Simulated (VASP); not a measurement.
# LiH (Pm-3m) in VASP: further runs, part 2 of 2

VASP 6.6.1. The steps go on from the part before.

**5. Relaxation of cell and atoms, PBE**

File INCAR:

```
  ALGO = Normal
  EDIFF = 1E-6
  EDIFFG = -0.01
  ENCUT = 600
  GGA = PE
  IBRION = 2
  ISIF = 3
  ISMEAR = 0
  LASPH = T
  LCHARG = F
  LREAL = F
  LWAVE = F
  NELM = 80
  NSW = 100
  PREC = Accurate
  SIGMA = 0.02
```

File KPOINTS:

```
k-points
0
Gamma
  10 10 10
```

File POSCAR:

```
LiH
1.0
    2.5906088800      0.0000000000      0.0000000000
    0.0000000000      2.5906088800      0.0000000000
    0.0000000000      0.0000000000      2.5906088800
Li H
1 1
Direct
    0.0000000000      0.0000000000      0.0000000000
    0.5000000000      0.5000000000      0.5000000000
```

Potentials or basis: VASP PAW PBE potentials, release 64 (Li_sv, H).

Launch:

```sh
cat potpaw_PBE.64/Li_sv/POTCAR potpaw_PBE.64/H/POTCAR > POTCAR
mpirun -np 1 vasp_std > vasp.out
```

OUTCAR:

```text
EDIFF = 1E-6
   EDIFFG = -0.01
   ENCUT = 600
   GGA = PE
   IBRION = 2
   ISIF = 3
   ISMEAR = 0
   LASPH = T
   LREAL = F
   NELM = 80
   NSW = 100
   PREC = Accurate

 ion  position               nearest neighbor table
   1  0.000  0.000  0.000-
   2  0.500  0.500  0.500-

  LATTYP: Found a simple cubic cell.
 ALAT       =     2.5906088800

  Lattice vectors:

 A1 = (   2.5906088800,   0.0000000000,   0.0000000000)
 A2 = (   0.0000000000,   2.5906088800,   0.0000000000)
 A3 = (   0.0000000000,   0.0000000000,   2.5906088800)

Analysis of symmetry for initial positions (statically):
=====================================================================
 Subroutine PRICEL returns:
 Original cell was already a primitive cell.

 Routine SETGRP: Setting up the symmetry group for a
 simple cubic supercell.

 Subroutine GETGRP returns: Found 48 space group operations
 (whereof 48 operations were pure point group operations)
 out of a pool of 48 trial point group operations.

The static configuration has the point symmetry O_h .

Analysis of symmetry for dynamics (positions and initial velocities):
=====================================================================
 Subroutine PRICEL returns:
 Original cell was already a primitive cell.

 Routine SETGRP: Setting up the symmetry group for a
 simple cubic supercell.

 Subroutine GETGRP returns: Found 48 space group operations
 (whereof 48 operations were pure point group operations)
 out of a pool of 48 trial point group operations.

The dynamic configuration has the point symmetry O_h .

 Subroutine INISYM returns: Found 48 space group operations
 (whereof 48 operations are pure point group operations),
 and found     1 'primitive' translations

----------------------------------------------------------------------------------------

                                     Primitive cell

  volume of cell :      17.3862
[... 115 lines left out ...]
   LHFCALC =     F    Hartree Fock is set to
   AEXX    =    0.0000 exact exchange contribution
   IVDW    =     0    specifies the selected vdW correction
   LEPSILON=     F    determine dielectric tensor
   LRPA    =     F    only Hartree local field effects (RPA)
 conjugate gradient relaxation of ions
 non-spin polarized calculation
 Gauss-broadening in eV      SIGMA  =   0.02
  energy-cutoff  :      600.00
  volume of cell :       17.39
 maximum number of plane-waves:       624
 NGX is ok and might be reduce to    24
   NGX = 11   NGY = 11   NGZ = 11

--------------------------------------- Ionic step        1  -------------------------------------------

 number of electron       4.0000003 magnetization

 Free energy of the ion-electron system (eV)
  ---------------------------------------------------
  ext. energy  EPLUGINS =         0.00000000
  ---------------------------------------------------
  free energy    TOTEN  =        -5.64377649 eV

  energy without entropy =       -5.64377649  energy(sigma->0) =       -5.64377649

------------------------ aborting loop because EDIFF is reached ----------------------------------------

  FORCE on cell =-STRESS in cart. coord.  units (eV):
  Direction    XX          YY          ZZ          XY          YZ          ZX
  --------------------------------------------------------------------------------------
  -------------------------------------------------------------------------------------
  Total       -0.3398197     -0.3398197     -0.3398197      0.0000000     -0.0000000     -0.0000000
  in kB      -31.3150845    -31.3150845    -31.3150845      0.0000000     -0.0000000     -0.0000000
  external PRESSURE =     -31.3150845 kB  Pullay stress =       0.0000000 kB
[... 95 lines left out ...]
--------------------------------------- Ionic step        4  -------------------------------------------

 number of electron       4.0000000 magnetization

 Free energy of the ion-electron system (eV)
  ---------------------------------------------------
  ext. energy  EPLUGINS =         0.00000000
  ---------------------------------------------------
  free energy    TOTEN  =        -5.66196422 eV

  energy without entropy =       -5.66196422  energy(sigma->0) =       -5.66196422

 E-fermi :   3.6512     XC(G=0):  -8.6643

 val. band max:        3.5580777584   @ k =   0.5000   0.5000   0.5000
 cond. band min:       4.2834418233   @ k =   0.5000   0.0000   0.0000
 fundamental gap:      0.7253640648
 Fermi energy:         3.6511761036

 k-point     1 :       0.0000    0.0000    0.0000
  band No.  band energies     occupation
      1     -44.5595      2.00000
      2      -5.2890      2.00000
      3      15.5310      0.00000
      4      15.5310      0.00000
      5      15.5310      0.00000
      6      16.1288      0.00000
[... 199 lines left out ...]
 k-point    24 :       0.3000    0.1000    0.1000
  band No.  band energies     occupation
      1     -44.5148      2.00000
      2      -3.6826      2.00000
      3       7.1054      0.00000
      4      13.4934      0.00000
      5      14.6157      0.00000
      6      19.2427      0.00000

 [... further k-points ...]
[... 5 lines left out ...]
  --------------------------------------------------------------------------------------
  -------------------------------------------------------------------------------------
  Total        0.0049990      0.0049990      0.0049990      0.0000000      0.0000000      0.0000000
  in kB        0.5122261      0.5122261      0.5122261      0.0000000      0.0000000      0.0000000
  external PRESSURE =       0.5122261 kB  Pullay stress =       0.0000000 kB
[... 17 lines left out ...]
  FREE ENERGIE OF THE ION-ELECTRON SYSTEM (eV)
  ---------------------------------------------------
  free  energy   TOTEN  =        -5.6619642237 eV

  energy  without entropy=       -5.6619642237  energy(sigma->0) =       -5.66196422

 reached required accuracy - stopping structural energy minimisation
```

OSZICAR:

```text
N       E                     dE             d eps       ncg     rms          rms(c)
DAV:   1    -0.147131008024E+01   -0.14713E+01   -0.15531E+03   690   0.658E+02
DAV:   2    -0.581781917775E+01   -0.43465E+01   -0.42783E+01   882   0.649E+01
DAV:   3    -0.590290095417E+01   -0.85082E-01   -0.85082E-01   906   0.850E+00
[... 27 lines left out ...]
DAV:   2    -0.566232222489E+01    0.48874E-03   -0.17625E-03   726   0.366E-01    0.210E-01
DAV:   3    -0.566197103828E+01    0.35119E-03   -0.61579E-04  1146   0.164E-01    0.277E-02
DAV:   4    -0.566196638298E+01    0.46553E-05   -0.20840E-05   834   0.428E-02    0.111E-02
DAV:   5    -0.566196431407E+01    0.20689E-05   -0.73177E-06  1098   0.198E-02    0.271E-03
DAV:   6    -0.566196422372E+01    0.90356E-07   -0.20108E-07   354   0.515E-03
   4 F= -.56619642E+01 E0= -.56619642E+01  d E =-.181877E-01
```

It took 20 s on 1 thread of Intel Xeon 8259CL, shared host; peak memory 0.13 GiB.

Results:

- Free energy: -5.6620 eV
- Relaxed volume: 7.82 Å³/atom
- Relaxed cell: a = 2.501 Å, b = 2.501 Å, c = 2.501 Å, α = 90.00°, β = 90.00°, γ = 90.00°
- Space group after relaxing (to 0.05 Å): Pm-3m (No. 221)
- Energy gained by relaxing: 9.1 meV/atom
- Ionic steps: 4
- Pressure after relaxing: 0.1 GPa
- Band gap on the k mesh: 0.73 eV, indirect (least direct gap 4.21 eV)

Step by step:
```
step  energy change (eV)  largest force (eV/Å)  pressure (GPa)  volume (Å³)
   1              0.0000                0.0000           -3.13        17.39
   2             -0.0075                0.0000           -2.49        16.96
   3             -0.0177                0.0000           -0.59        15.92
   4             -0.0182                0.0000            0.05        15.64
```

Final structure:
```
Li H
1.0
     2.50060    0.00000    0.00000
     0.00000    2.50060    0.00000
     0.00000    0.00000    2.50060
Li H
1 1
Direct
  0.00000 0.00000 0.00000
  0.50000 0.50000 0.50000
```

Caveat: the cutoff is under 1.25 times the usual one of these potentials, so pressure, stress and relaxed cells hold a basis-set (Pulay) error.

**6. Relaxation of cell and atoms, PBE**

This run uses another cell than the first one, of 7.88 Å³/atom, 0.906 times its volume.

File INCAR:

```
PREC     = Accurate       # precision mode
ENCUT    = 600            # plane-wave cutoff, eV
EDIFF    = 1E-7           # SCF threshold, eV
ISMEAR   = 0              # smearing method
SIGMA    = 0.02           # smearing width, eV
LREAL    = False          # projectors in reciprocal space
LASPH    = True           # aspherical terms in the spheres
NELM     = 80             # most SCF steps
ALGO     = Normal         # electronic algorithm
ISIF     = 3              # what is computed and relaxed
LWAVE    = False          # write WAVECAR
LCHARG   = False          # write CHGCAR
GGA      = PE             # functional
IBRION   = 2              # ionic algorithm
NSW      = 100            # ionic steps
EDIFFG   = -0.01          # ionic threshold
```

File KPOINTS:

```
Automatic mesh
0
Gamma
  12 12 12
```

File POSCAR:

```
LiH
1.0
    2.5071185326      0.0000000000      0.0000000000
    0.0000000000      2.5071185326      0.0000000000
    0.0000000000      0.0000000000      2.5071185326
Li H
1 1
Direct
    0.0000000000      0.0000000000      0.0000000000
    0.5000000000      0.5000000000      0.5000000000
```

Potentials or basis: VASP PAW PBE potentials, release 64 (Li_sv, H).

Launch:

```sh
cat potpaw_PBE.64/Li_sv/POTCAR potpaw_PBE.64/H/POTCAR > POTCAR
mpirun -np 1 vasp_std > vasp.out
```

Run time: 9.8 s. Hardware: 1 thread of Intel Xeon 8259CL, shared host; peak memory 0.12 GiB.

It converged, with:

```yaml
Free_energy: -5.6599 eV
Pressure_after_relaxing: -0.2 GPa
Band_gap_on_the_k_mesh: 0.73 eV, indirect (least direct gap 4.21 eV)
```

Final structure:
```yaml
crystal:
  lattice:
    - [2.50712, 0.00000, 0.00000]
    - [0.00000, 2.50712, 0.00000]
    - [0.00000, 0.00000, 2.50712]
  atoms:
    - { symbol: Li, position: [0.00000, 0.00000, 0.00000] }
    - { symbol: H, position: [0.50000, 0.50000, 0.50000] }
```

Levels at points of the mesh, in eV from the valence-band top:
```tsv
k point	band 1	band 2	band 3	band 4	band 5	band 6
(0.00, 0.00, 0.00)	-48.10	-8.79	11.93	11.93	11.93	12.49
(0.50, 0.00, 0.00)	-48.05	-6.55	0.73	11.38	16.20	16.20
(0.50, 0.50, 0.00)	-48.00	-2.66	1.55	1.55	9.07	19.40
(0.50, 0.50, 0.50)	-47.96	0.00	6.41	6.41	6.41	8.75
```

Caveat: the cutoff is under 1.25 times the usual one of these potentials, so pressure, stress and relaxed cells hold a basis-set (Pulay) error; the relaxation stopped at its first step, so nothing moved.

**7. Summary**

```csv
task,cell,k mesh,cutoff (eV),smearing,gap on the mesh (eV),pressure (GPa)
single point,"a = 2.591 Å, 2 atoms",6 × 6 × 6,520,gaussian 0.1 eV,0.75,-
single point,"a = 2.507 Å, 2 atoms",10 × 10 × 10,520,gaussian 0.02 eV,0.73,-
single point,"a = 2.507 Å, 2 atoms",12 × 12 × 12,520,gaussian 0.02 eV,0.73,-
relaxation of cell and atoms,"relaxed from a = 2.591 Å, 2 atoms",10 × 10 × 10,600,gaussian 0.02 eV,0.73,0.1
relaxation of cell and atoms,"relaxed from a = 2.507 Å, 2 atoms",12 × 12 × 12,600,gaussian 0.02 eV,0.73,-0.2
```

Alike in all rows: level PBE; potentials or basis VASP PAW PBE potentials, release 64 (Li_sv, H); no spin polarisation.

Caveats: the cutoff is under 1.25 times the usual one of these potentials, so pressure, stress and relaxed cells hold a basis-set (Pulay) error; the relaxation stopped at its first step, so nothing moved (some runs).

Total energies depend on the potentials used, so only differences within one code and one set of settings carry meaning.
